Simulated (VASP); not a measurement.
# V (P6_3/mmc) in VASP: a series of runs

V is run at these levels: PBE; tasks: single point, relaxation of cell and atoms.

All numbers are computed with VASP 6.6.1; they aren't measurements. Logs are shortened: lines on timing, memory, paths and dates and some standing lists are left out, and cuts for length are marked.

### 1 The cell of the first run

Symmetry: P6_3/mmc, No. 194, hexagonal system. The conventional cell has a = 2.603 Å, b = 2.603 Å, c = 4.717 Å, α = 90.00°, β = 90.00°, γ = 120.00°. Within 3.4 Å of V (site symmetry -6m2) lie 12 V at 2.60 to 2.80 Å.

### 2 Single point, PBE, collinear spin, ferromagnetic start

Input file INCAR:

```
  PREC = Accurate
  ENCUT = 520
  EDIFF = 1E-6
  ISMEAR = 0
  SIGMA = 0.1
  LREAL = F
  LASPH = T
  NELM = 150
  ALGO = Normal
  ISIF = 2
  LWAVE = F
  LCHARG = F
  ISPIN = 2
  MAGMOM = 1.5 1.5
  LORBIT = 11
  LMAXMIX = 4
  GGA = PE
  NBANDS = 24
```

Input file KPOINTS:

```
Automatic mesh
0
Gamma
  9 9 5
```

Input file POSCAR:

```
V
1.0
    2.6029435678      0.0000000000      0.0000000000
   -1.3014717839      2.2542152543      0.0000000000
    0.0000000000      0.0000000000      4.7169195132
V
2
Direct
    0.3333333333      0.6666666667      0.2500000000
    0.6666666667      0.3333333333      0.7500000000
```

Potentials or basis: VASP PAW PBE potentials, release 64 (V_sv).

Run with:

```console
cat potpaw_PBE.64/V_sv/POTCAR > POTCAR
mpirun -np 1 vasp_std > vasp.out
```

OUTCAR:

```text
PREC = Accurate
   ENCUT = 520
   EDIFF = 1E-6
   ISMEAR = 0
   LREAL = F
   LASPH = T
   NELM = 150
   ISIF = 2
   ISPIN = 2
   LORBIT = 11
   GGA = PE

 ion  position               nearest neighbor table
   1  0.333  0.667  0.250-   2 2.80   2 2.80   2 2.80   2 2.80   2 2.80   2 2.80
   2  0.667  0.333  0.750-   1 2.80   1 2.80   1 2.80   1 2.80   1 2.80   1 2.80

  LATTYP: Found a hexagonal cell.
 ALAT       =     2.6029435678
 C/A-ratio  =     1.8121482047

  Lattice vectors:

 A1 = (   2.6029435678,   0.0000000000,   0.0000000000)
 A2 = (  -1.3014717839,   2.2542152543,   0.0000000000)
 A3 = (   0.0000000000,   0.0000000000,   4.7169195132)

Analysis of symmetry for initial positions (statically):
=====================================================================
 Subroutine PRICEL returns:
 Original cell was already a primitive cell.

 Routine SETGRP: Setting up the symmetry group for a
 hexagonal supercell.

 Subroutine GETGRP returns: Found 24 space group operations
 (whereof 12 operations were pure point group operations)
 out of a pool of 24 trial point group operations.

The static configuration has the point symmetry D_3d.
 The point group associated with its full space group is D_6h.

Analysis of symmetry for dynamics (positions and initial velocities):
=====================================================================
 Subroutine PRICEL returns:
 Original cell was already a primitive cell.

 Routine SETGRP: Setting up the symmetry group for a
 hexagonal supercell.

 Subroutine GETGRP returns: Found 24 space group operations
 (whereof 12 operations were pure point group operations)
 out of a pool of 24 trial point group operations.

The dynamic configuration has the point symmetry D_3d.
 The point group associated with its full space group is D_6h.

Analysis of structural, dynamic, and magnetic symmetry:
=====================================================================
 Subroutine PRICEL returns:
 Original cell was already a primitive cell.

 Routine SETGRP: Setting up the symmetry group for a
 hexagonal supercell.

 Subroutine GETGRP returns: Found 24 space group operations
 (whereof 12 operations were pure point group operations)
 out of a pool of 24 trial point group operations.

The overall configuration has the point symmetry D_3d.
 The point group associated with its full space group is D_6h.

 Subroutine INISYM returns: Found 24 space group operations
 (whereof 12 operations are pure point group operations),
 and found     1 'primitive' translations

----------------------------------------------------------------------------------------

                                     Primitive cell

  volume of cell :      27.6770

  direct lattice vectors                    reciprocal lattice vectors
     2.602943568  0.000000000  0.000000000     0.384180438  0.221806679  0.000000000
    -1.301471784  2.254215254  0.000000000     0.000000000  0.443613359  0.000000000
     0.000000000  0.000000000  4.716919513     0.000000000  0.000000000  0.212002769

  length of vectors
     2.602943568  2.602943568  4.716919513     0.443613359  0.443613359  0.212002769

  position of ions in fractional coordinates (direct lattice)
     0.333333333  0.666666667  0.250000000
     0.666666667  0.333333333  0.750000000

  ion indices of the primitive-cell ions
   primitive index   ion index
                 1           1
                 2           2

----------------------------------------------------------------------------------------

 KPOINTS: Automatic mesh

Automatic generation of k-mesh.
 Grid dimensions read from file:
 generate k-points for:    9    9    5

 Generating k-lattice:

  Cartesian coordinates                     Fractional coordinates (reciprocal lattice)
     0.042686715  0.024645187  0.000000000     0.111111111  0.000000000  0.000000000
     0.000000000  0.049290373  0.000000000     0.000000000  0.111111111  0.000000000
     0.000000000  0.000000000  0.042400554     0.000000000  0.000000000  0.200000000

  Length of vectors
     0.049290373  0.049290373  0.042400554

  Shift w.r.t. Gamma in fractional coordinates (k-lattice)
     0.000000000  0.000000000  0.000000000

 Subroutine IBZKPT returns following result:
 ===========================================

 Found     36 irreducible k-points:

 Following reciprocal coordinates:
            Coordinates               Weight
  0.000000  0.000000  0.000000      1.000000
  0.111111 -0.000000  0.000000      6.000000
  0.222222  0.000000  0.000000      6.000000
  0.333333  0.000000  0.000000      6.000000
  0.444444  0.000000  0.000000      6.000000
  0.111111  0.111111  0.000000      6.000000
[... 16 lines left out ...]
  0.333333  0.222222  0.200000     24.000000
  0.333333  0.333333  0.200000      4.000000
 [... further k-points ...]
   k-points           NKPTS =     36   k-points in BZ     NKDIM =     36   number of bands    NBANDS=     24
   number of dos      NEDOS =    301   number of ions     NIONS =      2
   total plane-waves  NPLWV =  14400
   dimension x,y,z NGX =    20 NGY =   20 NGZ =   36
   dimension x,y,z NGXF=    40 NGYF=   40 NGZF=   72
   ions per type =               2
   NGX,Y,Z   is equivalent  to a cutoff of  12.77, 12.77, 12.69 a.u.
   NGXF,Y,Z  is equivalent  to a cutoff of  25.55, 25.55, 25.38 a.u.
 SYSTEM =  unknown system
   PREC   = accura    normal or accurate (medium, high low for compatibility)
   ISTART =      0    job   : 0-new  1-cont  2-samecut
   ICHARG =      2    charge: 1-file 2-atom 10-const
   ISPIN  =      2    spin polarized calculation?
   LNONCOLLINEAR =      F non collinear calculations
   LSORBIT =      F    spin-orbit coupling
   LASPH  =      T    aspherical Exc in radial PAW
   ENCUT  =  520.0 eV  38.22 Ry    6.18 a.u.   4.84  4.84  8.77*2*pi/ulx,y,z
   NELM   =    150;   NELMIN=  2; NELMDL= -5     # of ELM steps
   EDIFF  = 0.1E-05   stopping-criterion for ELM
   LREAL  =      F    real-space projection
   EDIFFG = 0.1E-04   stopping-criterion for IOM
   NSW    =      0    number of steps for IOM
   IBRION =     -1    ionic relax: 0-MD 1-quasi-New 2-CG
   NFREE  =      0    steps in history (QN), initial steepest desc. (CG)
   ISIF   =      2    stress and relaxation
   ISYM   =      2    0-nonsym 1-usesym 2-fastsym
   POTIM  = 0.5000    time-step for ionic-motion
   TEBEG  =    0.0;   TEEND  =   0.0 temperature during run
   PSTRESS=    0.0 pullay stress
   NELECT =      26.0000    total number of electrons
   NUPDOWN=      -1.0000    fix difference up-down
   EMIN   =  10.00;   EMAX   =-10.00  energy-range for DOS
   EFERMI =   0.00;   METHOD = LEGACY
   ISMEAR =     0;   SIGMA  =   0.10  broadening in eV -4-tet -1-fermi 0-gaus
   EFERMI_NEDOS =   21; number of points for ismear=-14 and -15
   IALGO  =     38    algorithm
   IMIX   =      4    mixing-type and parameters
     AMIX     =   0.40;   BMIX     =  1.00
     AMIX_MAG =   1.60;   BMIX_MAG =  1.00
  volume/ion in A,a.u.               =      13.84        93.39
  Fermi-wavevector in a.u.,A,eV,Ry     =   1.603343  3.029879 34.976612  2.570708
  Thomas-Fermi vector in A             =   2.700021
   LORBIT       =     11    0 simple, 1 ext, 2 COOP (PROOUT), +10 PAW based schemes
   GGA     = PE    functional components
   LHFCALC =     F    Hartree Fock is set to
   AEXX    =    0.0000 exact exchange contribution
   IVDW    =     0    specifies the selected vdW correction
   LEPSILON=     F    determine dielectric tensor
   LRPA    =     F    only Hartree local field effects (RPA)
 spin polarized calculation
 Gauss-broadening in eV      SIGMA  =   0.10
  energy-cutoff  :      520.00
  volume of cell :       27.68
 maximum number of plane-waves:       771
 NGX is ok and might be reduce to    20
   NGX =  9   NGY =  9   NGZ = 17

 number of electron      26.0000015 magnetization       0.0005494

 Free energy of the ion-electron system (eV)
  ---------------------------------------------------
  ext. energy  EPLUGINS =         0.00000000
  ---------------------------------------------------
  free energy    TOTEN  =       -17.49024743 eV

  energy without entropy =      -17.47178605  energy(sigma->0) =      -17.48101674

 E-fermi :   9.7237     XC(G=0): -12.7415

 val. band max:        9.7130779975   @ k =   0.2222   0.0000   0.4000
 cond. band min:       9.7445741769   @ k =   0.4444   0.1111   0.2000
 fundamental gap:      0.0314961794
 Fermi energy:         9.7236872735

 spin component 1

 k-point     1 :       0.0000    0.0000    0.0000
  band No.  band energies     occupation
      1     -54.3054      1.00000
      2     -54.1973      1.00000
      3     -28.4044      1.00000
      4     -27.7662      1.00000
      5     -27.6345      1.00000
      6     -27.6345      1.00000
[... 16 lines left out ...]
     23      27.8982      0.00000
     24      30.1301      0.00000
[... 598 lines left out ...]
      2     -54.0678      1.00000
      3     -28.2617      1.00000
      4     -28.2302      1.00000
      5     -28.2302      1.00000
      6     -28.1347      1.00000
[... 16 lines left out ...]
     23      21.9647      0.00000
     24      21.9647      0.00000

 [... further k-points ...]

 spin component 2

 k-point     1 :       0.0000    0.0000    0.0000
  band No.  band energies     occupation
      1     -54.3052      1.00000
      2     -54.1971      1.00000
      3     -28.4042      1.00000
      4     -27.7660      1.00000
      5     -27.6342      1.00000
      6     -27.6342      1.00000
[... 16 lines left out ...]
     23      27.8984      0.00000
     24      30.1303      0.00000
[... 598 lines left out ...]
      2     -54.0676      1.00000
      3     -28.2615      1.00000
      4     -28.2300      1.00000
      5     -28.2300      1.00000
      6     -28.1345      1.00000
[... 16 lines left out ...]
     23      21.9649      0.00000
     24      21.9649      0.00000

 [... further k-points ...]

------------------------ aborting loop because EDIFF is reached ----------------------------------------

  FORCE on cell =-STRESS in cart. coord.  units (eV):
  Direction    XX          YY          ZZ          XY          YZ          ZX
  --------------------------------------------------------------------------------------
  -------------------------------------------------------------------------------------
  Total        0.0477313      0.0477313      0.0362816      0.0000000     -0.0000000      0.0000000
  in kB        2.7630886      2.7630886      2.1002832      0.0000000     -0.0000000      0.0000000
  external PRESSURE =       2.5421534 kB  Pullay stress =       0.0000000 kB

 VOLUME and BASIS-vectors are now :
 -----------------------------------------------------------------------------
  energy-cutoff  :      520.00
  volume of cell :       27.68
      direct lattice vectors                 reciprocal lattice vectors
     2.602943568  0.000000000  0.000000000     0.384180438  0.221806679  0.000000000
    -1.301471784  2.254215254  0.000000000     0.000000000  0.443613359  0.000000000
     0.000000000  0.000000000  4.716919513     0.000000000  0.000000000  0.212002769

 POSITION                                       TOTAL-FORCE (eV/Angst)
 -----------------------------------------------------------------------------------
     -0.00000      1.50281      1.17923         0.000000     -0.000000      0.000000
      1.30147      0.75141      3.53769        -0.000000      0.000000      0.000000
 -----------------------------------------------------------------------------------
    total drift:                               -0.000000      0.000000     -0.000000

  FREE ENERGIE OF THE ION-ELECTRON SYSTEM (eV)
  ---------------------------------------------------
  free  energy   TOTEN  =       -17.4902474253 eV

  energy  without entropy=      -17.4717860494  energy(sigma->0) =      -17.48101674

 total charge

# of ion       s       p       d       tot
------------------------------------------
    1        2.343   6.211   3.075  11.630
    2        2.343   6.211   3.075  11.630
--------------------------------------------------
tot          4.687  12.423   6.150  23.260

 magnetization (x)

# of ion       s       p       d       tot
------------------------------------------
    1        0.000   0.000   0.000   0.000
    2        0.000   0.000   0.000   0.000
--------------------------------------------------
tot          0.000   0.000   0.000   0.000
```

Wall time 21 s (1 thread of Intel Xeon 6975P-C (Granite Rapids), shared host); peak memory 0.16 GiB.

What came out:

```
Free energy                                           : -17.4902 eV
Pressure                                              : 0.3 GPa
Band gap on the k mesh                                : zero (filled and empty bands overlap)
Net moment                                            : 0.00 μB per cell
Valence electrons inside the program's atomic spheres : V 11.63
```

### 3 Relaxation of cell and atoms, PBE, collinear spin, ferromagnetic start

This run uses another cell than the first one, of 13.92 Å³/atom, 1.006 times its volume.

Input file INCAR:

```
PREC = Accurate
ENCUT = 600
EDIFF = 1E-6
ISMEAR = 0
SIGMA = 0.1
LREAL = False
LASPH = True
NELM = 150
ALGO = Normal
ISIF = 3
LWAVE = False
LCHARG = False
ISPIN = 2
MAGMOM = 1.5 1.5
LORBIT = 11
LMAXMIX = 4
GGA = PE
IBRION = 2
NSW = 60
EDIFFG = -0.03
```

Input file KPOINTS:

```
regular mesh
0
Gamma
  9 9 5
```

Input file POSCAR:

```
V
1.0
    2.7000000000      0.0000000000      0.0000000000
   -1.3500000000      2.3382685902      0.0000000000
    0.0000000000      0.0000000000      4.4091000000
V
2
Direct
    0.3333333333      0.6666666667      0.2500000000
    0.6666666667      0.3333333333      0.7500000000
```

Potentials or basis: VASP PAW PBE potentials, release 64 (V_sv).

Run with:

```console
cat potpaw_PBE.64/V_sv/POTCAR > POTCAR
mpirun -np 1 vasp_std > vasp.out
```

Wall time 87 s (1 thread of Intel Xeon 6975P-C (Granite Rapids), shared host); peak memory 0.18 GiB.

Results (log left out):

```
Free energy                                           : -17.4908 eV
Relaxed volume                                        : 13.85 Å³/atom
Relaxed cell                                          : a = 2.602 Å, b = 2.602 Å, c = 4.724 Å, α = 90.00°, β = 90.00°, γ = 120.00°
Space group after relaxing (to 0.05 Å)                : P6_3/mmc (No. 194)
Energy gained by relaxing                             : 39.9 meV/atom
Ionic steps                                           : 7
Pressure after relaxing                               : 0.1 GPa
Band gap on the k mesh                                : zero (filled and empty bands overlap)
Net moment                                            : 0.00 μB per cell
Valence electrons inside the program's atomic spheres : V 11.63
```

Stress tensor (GPa, compression positive):
```
 0.19  0.00  0.00
 0.00  0.19  0.00
 0.00  0.00 -0.16
```

Step by step:
```csv
step,energy change (eV),largest force (eV/Å),pressure (GPa),volume (Å³)
1,0.0000,0.0000,-0.27,27.84
2,-0.0322,0.0000,0.17,27.73
3,-0.0694,0.0000,2.78,27.30
4,-0.0771,0.0000,1.41,27.49
5,-0.0784,0.0000,1.75,27.44
6,-0.0729,0.0000,-3.30,28.27
7,-0.0798,0.0000,0.07,27.70
```

Final structure:
```
CELL_PARAMETERS angstrom
2.60203 0.00000 0.00000
-1.30102 2.25343 0.00000
0.00000 0.00000 4.72356
ATOMIC_POSITIONS crystal
V 0.33333 0.66667 0.25000
V 0.66667 0.33333 0.75000
```

Levels at points of the mesh, in eV from the Fermi level:
Spin up:
```tsv
k point	band 10	band 11	band 12	band 13	band 14	band 15	band 16	band 17
(0.00, 0.00, 0.00)	-3.44	-0.59	-0.24	0.33	0.33	0.64	0.64	1.84
```
Spin down:
```tsv
k point	band 9	band 10	band 11	band 12	band 13	band 14	band 15	band 16	band 17	band 18
(0.00, 0.00, 0.00)	-6.85	-3.44	-0.59	-0.24	0.33	0.33	0.64	0.64	1.84	1.84
```
